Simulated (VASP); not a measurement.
# Te2Mo: single point with PBE

Te2Mo:

```xyz
12
Lattice="6.3823 0.0000 0.0502 0.0000 3.4659 0.0000 -0.4346 0.0000 15.7520" Properties=species:S:1:pos:R:3 pbc="T T T"
Te    0.2382    1.7329    6.4026
Te    5.7070    0.0000    9.3999
Te    3.4947    0.0000    5.8398
Te    2.4506    1.7329    9.9627
Te    0.4901    0.0000    2.0695
Te    5.4601    1.7329   13.7325
Te    3.6261    1.7329    1.5054
Te    2.3241    0.0000   14.2965
Mo    1.8142    0.0000    7.9832
Mo    4.1310    1.7329    7.8193
Mo    1.1581    1.7329    0.1004
Mo    4.7921    0.0000   15.7015
```

| Quantity | Value |
| --- | --- |
| Program | VASP 6.6.1 |
| Task | single point |
| Functional | PBE |
| Potentials or basis | VASP PAW PBE potentials, release 64 (Te, Mo_sv) |
| Cutoff | 520 eV |
| k mesh | 4 × 8 × 2 |
| Occupations | fermi-dirac, width 0.05 eV |
| Spin | no spin polarisation |

```json
{
 "Pressure": "0.0 GPa",
 "Largest force": "0.012 eV/Å",
 "Band gap on the k mesh": "zero (bands 52 and 53 overlap by 0.25 eV)"
}
```

Forces in eV/Å, atoms in the order of the input:
```
Te   0.001  0.000 -0.012
Te  -0.001  0.000  0.011
Te  -0.001  0.000 -0.009
Te   0.001  0.000  0.009
Te  -0.002  0.000  0.009
Te   0.002  0.000 -0.009
Te   0.000  0.000  0.011
Te  -0.001  0.000 -0.011
Mo  -0.004  0.000  0.002
Mo   0.004  0.000 -0.002
Mo   0.004  0.000  0.000
Mo  -0.004  0.000  0.000
```

Levels at points of the mesh, in eV from the Fermi level:
```tsv
k point	band 50	band 51	band 52	band 53	band 54	band 55
(0.00, 0.00, 0.00)	-0.26	0.20	0.25	0.56	0.66	1.09
(0.50, 0.00, 0.00)	-0.74	-0.62	-0.62	0.06	0.07	1.13
(0.00, 0.50, 0.00)	-1.42	-1.41	-1.41	1.14	1.14	1.17
(0.50, 0.50, 0.00)	-0.88	-0.87	-0.87	1.10	1.10	1.11
(0.00, 0.00, 0.50)	-0.30	0.23	0.23	0.60	0.60	1.09
(0.50, 0.00, 0.50)	-0.74	-0.62	-0.62	0.07	0.07	1.13
(0.00, 0.50, 0.50)	-1.43	-1.41	-1.41	1.15	1.15	1.17
(0.50, 0.50, 0.50)	-0.88	-0.87	-0.87	1.10	1.10	1.10
```

Run time: 27 min on 1 thread of Intel(R) Xeon(R) Platinum 8488C (Sapphire Rapids), with other jobs on the host, peak memory 0.72 GiB.

Caveat: spin-orbit coupling is left out, which moves the levels of the heavy elements; this functional lacks dispersion, which binds layers or chains, so the pressure and a relaxed spacing across them are unreliable.
